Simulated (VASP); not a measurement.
Set up this calculation in VASP 6.6.1, as the native input.

* Task: relaxation of cell and atoms
* Functional: LDA
* Potentials or basis: VASP PAW LDA potentials, release 64 (Ga_d, Sb)
* Cutoff: 600 eV
* k mesh: 12 × 12 × 12
* Occupations: gaussian, width 0.1 eV
* Spin: no spin polarisation
* Dipole correction: no
* Further INCAR settings: ALGO = Normal; EDIFF = 1e-06; IBRION = 2; EDIFFG = -0.005; NSW = 100; ISIF = 3

The structure of GaSb lies in POSCAR:

```
GaSb
1.0
    0.0000000000      3.0686043200      3.0686043200
    3.0686043200      0.0000000000      3.0686043200
    3.0686043200      3.0686043200      0.0000000000
Ga Sb
1 1
Direct
    0.0000000000      0.0000000000      0.0000000000
    0.2500000000      0.2500000000      0.2500000000
```

One way to write it, as run:

INCAR

```
SYSTEM = GaSb
ALGO = Normal
EDIFF = 1E-6
EDIFFG = -0.005
ENCUT = 600
GGA = CA
IBRION = 2
ISIF = 3
ISMEAR = 0
LASPH = .True.
LCHARG = .False.
LREAL = .False.
LWAVE = .False.
NELM = 80
NSW = 100
PREC = Accurate
SIGMA = 0.1
```

KPOINTS

```
k-points
0
Gamma
  12 12 12
  0 0 0
```

Potentials or basis: VASP PAW LDA potentials, release 64 (Ga_d, Sb).

Command:

```bash
$ cat potpaw_LDA.64/Ga_d/POTCAR potpaw_LDA.64/Sb/POTCAR > POTCAR
$ mpirun -np 1 vasp_std > vasp.out
```

It gave:

```
Relaxed volume                         : 27.76 Å³/atom
Relaxed cell                           : a = 4.282 Å, b = 4.282 Å, c = 4.282 Å, α = 60.00°, β = 60.00°, γ = 60.00°
Space group after relaxing (to 0.05 Å) : F-43m (No. 216)
Energy gained by relaxing              : 7.4 meV/atom
Ionic steps                            : 3
Pressure after relaxing                : 0.0 GPa
```

Wall time 45 s on 1 thread of Intel(R) Xeon(R) 6975P-C (Granite Rapids), with other jobs on the host, peak memory 0.23 GiB.
